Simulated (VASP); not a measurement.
# Hf (P6_3/mmc) in VASP: further runs

The runs below take Hf through single point, relaxation of cell and atoms, with PBE.

All numbers are computed with VASP 6.6.1; they aren't measurements. Logs are shortened: lines on timing, memory, paths and dates and some standing lists are left out, and cuts for length are marked.

### 1 The cell of the first run

It takes space group P6_3/mmc (No. 194, hexagonal). Conventional cell: a = 3.205 Å, b = 3.205 Å, c = 5.068 Å, α = 90.00°, β = 90.00°, γ = 120.00°. Hf (site symmetry -6m2) has 12 Hf at 3.14 to 3.20 Å within 4.1 Å.

### 2 Single point, PBE

Contents of INCAR:

```
SYSTEM = Hf
ALGO = Fast
EDIFF = 1E-6
ENCUT = 520
GGA = PE
ISIF = 2
ISMEAR = 0
LASPH = .True.
LCHARG = .False.
LREAL = .False.
LWAVE = .False.
NBANDS = 17
NELM = 100
PREC = Accurate
SIGMA = 0.1
```

Contents of KPOINTS:

```
k-points
0
Gamma
  15 15 8
  0 0 0
```

Contents of POSCAR:

```
Hf
1.0
    3.2048170372      0.0000000000      0.0000000000
   -1.6024085186      2.7754529687      0.0000000000
    0.0000000000      0.0000000000      5.0676933206
Hf
2
Direct
    0.3333333333      0.6666666667      0.2500000000
    0.6666666667      0.3333333333      0.7500000000
```

Potentials or basis: VASP PAW PBE potentials, release 64 (Hf_pv).

Run with:

```sh
$ cat potpaw_PBE.64/Hf_pv/POTCAR > POTCAR
$ mpirun -np 1 vasp_std > vasp.out
```

OUTCAR:

```text
SYSTEM = Hf
   EDIFF = 1E-6
   ENCUT = 520
   GGA = PE
   ISIF = 2
   ISMEAR = 0
   LASPH = .True.
   LREAL = .False.
   NELM = 100
   PREC = Accurate

 ion  position               nearest neighbor table
   1  0.333  0.667  0.250-   2 3.14   2 3.14   2 3.14   2 3.14   2 3.14   2 3.14
   2  0.667  0.333  0.750-   1 3.14   1 3.14   1 3.14   1 3.14   1 3.14   1 3.14

  LATTYP: Found a hexagonal cell.
 ALAT       =     3.2048170372
 C/A-ratio  =     1.5812738330

  Lattice vectors:

 A1 = (   3.2048170372,   0.0000000000,   0.0000000000)
 A2 = (  -1.6024085186,   2.7754529687,   0.0000000000)
 A3 = (   0.0000000000,   0.0000000000,   5.0676933206)

Analysis of symmetry for initial positions (statically):
=====================================================================
 Subroutine PRICEL returns:
 Original cell was already a primitive cell.

 Routine SETGRP: Setting up the symmetry group for a
 hexagonal supercell.

 Subroutine GETGRP returns: Found 24 space group operations
 (whereof 12 operations were pure point group operations)
 out of a pool of 24 trial point group operations.

The static configuration has the point symmetry D_3d.
 The point group associated with its full space group is D_6h.

Analysis of symmetry for dynamics (positions and initial velocities):
=====================================================================
 Subroutine PRICEL returns:
 Original cell was already a primitive cell.

 Routine SETGRP: Setting up the symmetry group for a
 hexagonal supercell.

 Subroutine GETGRP returns: Found 24 space group operations
 (whereof 12 operations were pure point group operations)
 out of a pool of 24 trial point group operations.

The dynamic configuration has the point symmetry D_3d.
 The point group associated with its full space group is D_6h.

 Subroutine INISYM returns: Found 24 space group operations
 (whereof 12 operations are pure point group operations),
 and found     1 'primitive' translations

----------------------------------------------------------------------------------------

                                     Primitive cell

  volume of cell :      45.0762

  direct lattice vectors                    reciprocal lattice vectors
     3.204817037  0.000000000  0.000000000     0.312030293  0.180150774  0.000000000
    -1.602408519  2.775452969  0.000000000     0.000000000  0.360301548  0.000000000
     0.000000000  0.000000000  5.067693321     0.000000000  0.000000000  0.197328437

  length of vectors
     3.204817037  3.204817037  5.067693321     0.360301548  0.360301548  0.197328437

  position of ions in fractional coordinates (direct lattice)
     0.333333333  0.666666667  0.250000000
     0.666666667  0.333333333  0.750000000

  ion indices of the primitive-cell ions
   primitive index   ion index
                 1           1
                 2           2

----------------------------------------------------------------------------------------

 KPOINTS: k-points

Automatic generation of k-mesh.
 Grid dimensions read from file:
 generate k-points for:   15   15    8

 Generating k-lattice:

  Cartesian coordinates                     Fractional coordinates (reciprocal lattice)
     0.020802020  0.012010052  0.000000000     0.066666667  0.000000000  0.000000000
     0.000000000  0.024020103  0.000000000     0.000000000  0.066666667  0.000000000
     0.000000000  0.000000000  0.024666055     0.000000000  0.000000000  0.125000000

  Length of vectors
     0.024020103  0.024020103  0.024666055

  Shift w.r.t. Gamma in fractional coordinates (k-lattice)
     0.000000000  0.000000000  0.000000000

 Subroutine IBZKPT returns following result:
 ===========================================

 Found    135 irreducible k-points:

 Following reciprocal coordinates:
            Coordinates               Weight
  0.000000  0.000000  0.000000      1.000000
  0.066667  0.000000  0.000000      6.000000
  0.133333  0.000000  0.000000      6.000000
  0.200000  0.000000  0.000000      6.000000
  0.266667  0.000000  0.000000      6.000000
  0.333333  0.000000  0.000000      6.000000
[... 16 lines left out ...]
  0.333333  0.200000  0.000000     12.000000
  0.400000  0.200000  0.000000      6.000000
 [... further k-points ...]
   k-points           NKPTS =    135   k-points in BZ     NKDIM =    135   number of bands    NBANDS=     17
   number of dos      NEDOS =    301   number of ions     NIONS =      2
   total plane-waves  NPLWV =  23040
   dimension x,y,z NGX =    24 NGY =   24 NGZ =   40
   dimension x,y,z NGXF=    48 NGYF=   48 NGZF=   80
   ions per type =               2
   NGX,Y,Z   is equivalent  to a cutoff of  12.45, 12.45, 13.12 a.u.
   NGXF,Y,Z  is equivalent  to a cutoff of  24.90, 24.90, 26.24 a.u.
 SYSTEM =  Hf
   PREC   = accura    normal or accurate (medium, high low for compatibility)
   ISTART =      0    job   : 0-new  1-cont  2-samecut
   ICHARG =      2    charge: 1-file 2-atom 10-const
   ISPIN  =      1    spin polarized calculation?
   LNONCOLLINEAR =      F non collinear calculations
   LSORBIT =      F    spin-orbit coupling
   LASPH  =      T    aspherical Exc in radial PAW
   ENCUT  =  520.0 eV  38.22 Ry    6.18 a.u.   5.96  5.96  9.42*2*pi/ulx,y,z
   NELM   =    100;   NELMIN=  2; NELMDL= -5     # of ELM steps
   EDIFF  = 0.1E-05   stopping-criterion for ELM
   LREAL  =      F    real-space projection
   EDIFFG = 0.1E-04   stopping-criterion for IOM
   NSW    =      0    number of steps for IOM
   IBRION =     -1    ionic relax: 0-MD 1-quasi-New 2-CG
   NFREE  =      0    steps in history (QN), initial steepest desc. (CG)
   ISIF   =      2    stress and relaxation
   ISYM   =      2    0-nonsym 1-usesym 2-fastsym
   POTIM  = 0.5000    time-step for ionic-motion
   TEBEG  =    0.0;   TEEND  =   0.0 temperature during run
   PSTRESS=    0.0 pullay stress
   NELECT =      20.0000    total number of electrons
   NUPDOWN=      -1.0000    fix difference up-down
   EMIN   =  10.00;   EMAX   =-10.00  energy-range for DOS
   EFERMI =   0.00;   METHOD = LEGACY
   ISMEAR =     0;   SIGMA  =   0.10  broadening in eV -4-tet -1-fermi 0-gaus
   EFERMI_NEDOS =   21; number of points for ismear=-14 and -15
   IALGO  =     68    algorithm
   IMIX   =      4    mixing-type and parameters
     AMIX     =   0.40;   BMIX     =  1.00
     AMIX_MAG =   1.60;   BMIX_MAG =  1.00
  volume/ion in A,a.u.               =      22.54       152.09
  Fermi-wavevector in a.u.,A,eV,Ry     =   1.248636  2.359579 21.212716  1.559091
  Thomas-Fermi vector in A             =   2.382713
   LORBIT       =      0    0 simple, 1 ext, 2 COOP (PROOUT), +10 PAW based schemes
   GGA     = PE    functional components
   LHFCALC =     F    Hartree Fock is set to
   AEXX    =    0.0000 exact exchange contribution
   IVDW    =     0    specifies the selected vdW correction
   LEPSILON=     F    determine dielectric tensor
   LRPA    =     F    only Hartree local field effects (RPA)
 non-spin polarized calculation
 RMM-DIIS sequential band-by-band and
 Gauss-broadening in eV      SIGMA  =   0.10
  energy-cutoff  :      520.00
  volume of cell :       45.08
 maximum number of plane-waves:      1236
 NGX is ok and might be reduce to    24
   NGX = 11   NGY = 11   NGZ = 19

 number of electron      20.0000005 magnetization

 Free energy of the ion-electron system (eV)
  ---------------------------------------------------
  ext. energy  EPLUGINS =         0.00000000
  ---------------------------------------------------
  free energy    TOTEN  =       -19.85383060 eV

  energy without entropy =      -19.84661789  energy(sigma->0) =      -19.85022425

 E-fermi :   4.8766     XC(G=0): -11.2496

 val. band max:        4.8516467318   @ k =   0.1333   0.0000   0.0000
 cond. band min:       4.9004859491   @ k =   0.1333   0.0667   0.2500
 fundamental gap:      0.0488392173
 Fermi energy:         4.8766161981

 k-point     1 :       0.0000    0.0000    0.0000
  band No.  band energies     occupation
      1     -26.2177      2.00000
      2     -25.4899      2.00000
      3     -25.4899      2.00000
      4     -25.3714      2.00000
      5     -25.3647      2.00000
      6     -25.3647      2.00000
[... 9 lines left out ...]
     16       7.4836      0.00000
     17      10.1588      0.00000

 k-point     2 :       0.0667    0.0000    0.0000
  band No.  band energies     occupation
      1     -26.2065      2.00000
      2     -25.5138      2.00000
      3     -25.4980      2.00000
      4     -25.3901      2.00000
      5     -25.3766      2.00000
      6     -25.3679      2.00000
[... 9 lines left out ...]
     16       7.3546      0.00000
     17      10.2674      0.00000

 k-point     3 :       0.1333    0.0000    0.0000
  band No.  band energies     occupation
      1     -26.1737      2.00000
      2     -25.5815      2.00000
      3     -25.5203      2.00000
      4     -25.4605      2.00000
      5     -25.3922      2.00000
      6     -25.3774      2.00000
[... 9 lines left out ...]
     16       7.3301      0.00000
     17      10.5069      0.00000

 k-point     4 :       0.2000    0.0000    0.0000
  band No.  band energies     occupation
      1     -26.1223      2.00000
      2     -25.6813      2.00000
      3     -25.5611      2.00000
      4     -25.5521      2.00000
      5     -25.4183      2.00000
      6     -25.3923      2.00000
[... 9 lines left out ...]
     16       7.8943      0.00000
     17      10.7714      0.00000
[... 343 lines left out ...]
      1     -25.9193      2.00000
      2     -25.8966      2.00000
      3     -25.8527      2.00000
      4     -25.6769      2.00000
      5     -25.5589      2.00000
      6     -25.5418      2.00000
[... 9 lines left out ...]
     16      10.7819      0.00000
     17      11.1087      0.00000

 k-point    23 :       0.3333    0.2000    0.0000
  band No.  band energies     occupation
      1     -25.9691      2.00000
      2     -25.8534      2.00000
      3     -25.8338      2.00000
      4     -25.7312      2.00000
      5     -25.6075      2.00000
      6     -25.5677      2.00000
[... 9 lines left out ...]
     16      10.7650      0.00000
     17      11.7748      0.00000

 k-point    24 :       0.4000    0.2000    0.0000
  band No.  band energies     occupation
      1     -25.9865      2.00000
      2     -25.8469      2.00000
      3     -25.8033      2.00000
      4     -25.7576      2.00000
      5     -25.6331      2.00000
      6     -25.5766      2.00000
[... 9 lines left out ...]
     16      10.7654      0.00000
     17      11.2986      0.00000

 [... further k-points ...]
[... 5 lines left out ...]
  --------------------------------------------------------------------------------------
  -------------------------------------------------------------------------------------
  Total       -0.0938573     -0.0938573     -0.1263963      0.0000000      0.0000000     -0.0000000
  in kB       -3.3360396     -3.3360396     -4.4925966      0.0000000      0.0000000     -0.0000000
  external PRESSURE =      -3.7215586 kB  Pullay stress =       0.0000000 kB

 VOLUME and BASIS-vectors are now :
 -----------------------------------------------------------------------------
  energy-cutoff  :      520.00
  volume of cell :       45.08
      direct lattice vectors                 reciprocal lattice vectors
     3.204817037  0.000000000  0.000000000     0.312030293  0.180150774  0.000000000
    -1.602408519  2.775452969  0.000000000     0.000000000  0.360301548  0.000000000
     0.000000000  0.000000000  5.067693321     0.000000000  0.000000000  0.197328437

 POSITION                                       TOTAL-FORCE (eV/Angst)
 -----------------------------------------------------------------------------------
     -0.00000      1.85030      1.26692        -0.000000      0.000000      0.000000
      1.60241      0.92515      3.80077         0.000000     -0.000000      0.000000
 -----------------------------------------------------------------------------------
    total drift:                               -0.000000      0.000000     -0.000000

  FREE ENERGIE OF THE ION-ELECTRON SYSTEM (eV)
  ---------------------------------------------------
  free  energy   TOTEN  =       -19.8538306019 eV

  energy  without entropy=      -19.8466178927  energy(sigma->0) =      -19.85022425
```

Run time: 29 s. Hardware: 1 thread of Intel Xeon 6975P-C (Granite Rapids), shared host; peak memory 0.21 GiB.

Results:

| Quantity | Value |
| --- | --- |
| Free energy | -19.8538 eV |
| Pressure | -0.4 GPa |
| Band gap on the k mesh | zero (band 10 reaches 6.05 eV, above the bottom of band 11 at 4.43 eV) |

Stress tensor (GPa, compression positive):
```
-0.33  0.00  0.00
 0.00 -0.33  0.00
 0.00  0.00 -0.45
```

Levels at points of the mesh, in eV from the Fermi level:
| k point | band 6 | band 7 | band 8 | band 9 | band 10 | band 11 | band 12 | band 13 | band 14 | band 15 |
| --- | --- | --- | --- | --- | --- | --- | --- | --- | --- | --- |
| (0.00, 0.00, 0.00) | -30.24 | -7.37 | -3.69 | 0.61 | 1.17 | 1.17 | 1.45 | 1.98 | 1.98 | 2.61 |
| (0.00, 0.00, 0.50) | -30.30 | -5.40 | -5.40 | 0.14 | 0.14 | 1.06 | 1.06 | 1.06 | 1.06 | 4.75 |

Caveat: spin-orbit coupling is left out, which moves the levels of the heavy elements.

(Part 1 of 3 ends here.)
